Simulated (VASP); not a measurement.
Wanted: the native input for a VASP 6.6.1 run.

| Item | Value |
| --- | --- |
| Task | single point |
| Functional | LDA |
| Potentials or basis | VASP PAW LDA potentials, release 64 (Cd, S) |
| Cutoff | 520 eV |
| k mesh | 8 × 8 × 5 |
| Occupations | fermi-dirac, width 0.05 eV |
| Spin | no spin polarisation |
| Dipole correction | no |
| Further INCAR settings | ALGO = Normal; EDIFF = 1e-06; NBANDS = 22 |

The structure of Cd2S lies in POSCAR:

```
Cd2S
1.0
    4.0403891930      0.0000000000      0.0000000000
   -2.0201945965      3.4990796824      0.0000000000
    0.0000000000      0.0000000000      5.9231266511
Cd S
2 1
Direct
    0.3333333333      0.6666666667      0.9327170000
    0.6666666667      0.3333333333      0.5787350000
    0.3333333333      0.6666666667      0.3657050000
```

One way to write it, as run:

INCAR

```
ALGO     = Normal         # electronic algorithm
EDIFF    = 1E-6           # SCF threshold, eV
ENCUT    = 520            # plane-wave cutoff, eV
ISIF     = 2              # what is computed and relaxed
ISMEAR   = -1             # smearing method
LASPH    = True           # aspherical terms in the spheres
LCHARG   = False          # write CHGCAR
LREAL    = False          # projectors in reciprocal space
LWAVE    = False          # write WAVECAR
NBANDS   = 22             # bands
NELM     = 60             # most SCF steps
PREC     = Accurate       # precision mode
SIGMA    = 0.05           # smearing width, eV
```

KPOINTS

```
k-points
0
Gamma
  8 8 5
```

Potentials or basis: VASP PAW LDA potentials, release 64 (Cd, S).

Run with:

```console
$ cat potpaw_LDA.64/Cd/POTCAR potpaw_LDA.64/S/POTCAR > POTCAR
$ mpirun -np 1 vasp_std > vasp.out
```

It gave:

* Pressure: -6.3 GPa
* Largest force: 0.346 eV/Å
* Band gap on the k mesh: 0.29 eV, indirect (least direct gap 0.57 eV)

Wall time 48 s on 1 thread of Intel(R) Xeon(R) Platinum 8259CL CPU @ 2.50GHz (Skylake/Cascade Lake) (shared host), peak memory 0.2 GiB.
